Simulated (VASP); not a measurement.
C: single point with LDA

The system is C.

```
C
1.0
     0.00000    1.76518    1.68204
     1.76518    0.00000    1.68204
     1.76518    1.76518    0.00000
C
2
Direct
  0.50000 0.50000 0.50000
  0.75000 0.75000 0.75000
```

This cell differs from its parent crystal: volume 5.241 Å^3 an atom, c/a of the conventional cell 0.9529.

```yaml
Program: VASP 6.6.1
Task: single point
Functional: LDA
Potentials_or_basis: VASP PAW LDA potentials, release 64 (C_h)
Cutoff: 910 eV
k_mesh: 12 × 12 × 12
Occupations: gaussian, width 0.05 eV
Spin: no spin polarisation
```

| Item | Value |
| --- | --- |
| Pressure | 26.0 GPa |
| Band gap on the k mesh | 3.07 eV, indirect (least direct gap 4.90 eV) |

Stress tensor (GPa, compression positive):
```
10.69  0.00  0.00
 0.00 10.69  0.00
 0.00  0.00 56.71
```

Levels at points of the mesh, in eV from the valence-band top:
| k point | band 1 | band 2 | band 3 | band 4 | band 5 | band 6 | band 7 | band 8 | band 9 |
| --- | --- | --- | --- | --- | --- | --- | --- | --- | --- |
| (0.00, 0.00, 0.00) | -22.89 | -0.73 | -0.73 | 0.00 | 4.90 | 5.51 | 5.51 | 14.89 | 19.62 |
| (0.50, 0.00, 0.00) | -16.57 | -14.74 | -3.93 | -3.04 | 7.95 | 7.99 | 10.16 | 15.67 | 22.15 |
| (0.50, 0.50, 0.00) | -13.11 | -13.11 | -7.76 | -7.76 | 3.62 | 3.62 | 17.51 | 17.51 | 24.43 |
| (0.50, 0.00, 0.50) | -13.94 | -13.94 | -6.99 | -6.99 | 4.82 | 4.82 | 17.15 | 17.15 | 23.60 |

It took 18 s on 1 thread of Intel(R) Xeon(R) Platinum 8488C (Sapphire Rapids) (shared host), peak memory 0.14 GiB.

Caveat: the cutoff is under 1.25 times the usual one of these potentials, so pressure, stress and relaxed cells hold a basis-set (Pulay) error. A k mesh can miss the band edges.
